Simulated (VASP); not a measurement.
TiNi: single point with LDA

The system is TiNi.

```xyz
2
Lattice="2.7358 0.0000 0.0000 0.0000 2.7358 0.0000 0.0000 0.0000 3.5814" Properties=species:S:1:pos:R:3 pbc="T T T"
Ti    1.3679    1.3679    1.7907
Ni    0.0000    0.0000    0.0000
```

```json
{
  "Program": "VASP 6.6.1",
  "Task": "single point",
  "Functional": "LDA",
  "Potentials or basis": "VASP PAW LDA potentials, release 64 (Ti_sv, Ni)",
  "Cutoff": "520 eV",
  "k mesh": "11 × 11 × 8",
  "Occupations": "fermi-dirac, width 0.1 eV",
  "Spin": "collinear spin, ferromagnetic start",
  "Starting moments": "[0.0, 2.0] μB",
  "Dipole correction": "no",
  "Further INCAR settings": "ALGO = Normal; EDIFF = 1e-06; NBANDS = 22"
}
```

```json
{
  "Pressure": "-11.7 GPa",
  "Band gap on the k mesh": "zero (filled and empty bands overlap)",
  "Net moment": "0.00 μB per cell",
  "Valence electrons inside the program's atomic spheres": "Ti 10.33; Ni 9.35"
}
```

Stress tensor (GPa, compression positive):
```
-10.98   0.00   0.00
  0.00 -10.98   0.00
  0.00   0.00 -13.15
```

Levels at points of the mesh, in eV from the Fermi level:
Spin up:
```csv
k point,band 9,band 10,band 11,band 12,band 13,band 14
"(0.00, 0.00, 0.00)",-1.86,-1.21,-0.30,0.64,2.92,2.92
"(0.00, 0.00, 0.50)",-1.63,-1.63,-1.15,-1.05,1.76,1.92
```
Spin down:
| k point | band 8 | band 9 | band 10 | band 11 | band 12 | band 13 | band 14 | band 15 |
| --- | --- | --- | --- | --- | --- | --- | --- | --- |
| (0.00, 0.00, 0.00) | -1.86 | -1.86 | -1.21 | -0.30 | 0.64 | 2.92 | 2.92 | 3.36 |
| (0.00, 0.00, 0.50) | -1.64 | -1.63 | -1.63 | -1.15 | -1.05 | 1.76 | 1.92 | 1.92 |

Wall time 66 s on 1 thread of Intel(R) Xeon(R) Platinum 8488C (Sapphire Rapids) (shared host), peak memory 0.2 GiB.

Caveat: the cell stands under tension.
